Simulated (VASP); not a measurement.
Write the native input for VASP 6.6.1 that does the following.

```yaml
Task: single point
Functional: PBE
Potentials_or_basis: VASP PAW PBE potentials, release 64 (Cd)
Cutoff: 520 eV
k_mesh: 13 × 13 × 4
Occupations: fermi-dirac, width 0.15 eV
Spin: no spin polarisation
Dipole_correction: no
Further_INCAR_settings: ALGO = Normal; EDIFF = 1e-07; NBANDS = 32
```

The structure of Cd lies in POSCAR:

```
Cd
1.0
    3.0930680000      0.0000000000      0.0000000000
   -1.5465340000      2.6786750000      0.0000000000
    0.0000000000      0.0000000000     10.4307370000
Cd
4
Direct
    0.0000000000      0.0000000000      0.0000000000
    0.3333333333      0.6666666667      0.2500000000
    0.0000000000      0.0000000000      0.5000000000
    0.6666666667      0.3333333333      0.7500000000
```

The input as run:

INCAR

```
PREC     = Accurate       # precision mode
ENCUT    = 520            # plane-wave cutoff, eV
EDIFF    = 1E-7           # SCF threshold, eV
ISMEAR   = -1             # smearing method
SIGMA    = 0.15           # smearing width, eV
LREAL    = F              # projectors in reciprocal space
LASPH    = T              # aspherical terms in the spheres
NELM     = 100            # most SCF steps
ALGO     = Normal         # electronic algorithm
ISIF     = 2              # what is computed and relaxed
LWAVE    = F              # write WAVECAR
LCHARG   = F              # write CHGCAR
GGA      = PE             # functional
NBANDS   = 32             # bands
```

KPOINTS

```
regular mesh
0
Gamma
  13 13 4
```

Potentials or basis: VASP PAW PBE potentials, release 64 (Cd).

Launch:

```sh
$ cat potpaw_PBE.64/Cd/POTCAR > POTCAR
$ mpirun -np 1 vasp_std > vasp.out
```

Results of the run:

The pressure is 2.9 GPa and the band gap on the k mesh is zero (bands 24 and 25 overlap by 2.90 eV).

Wall time 67 s on 1 thread of AMD EPYC 9R45 96-Core Processor (Zen 5), with other jobs on the host, peak memory 0.24 GiB.
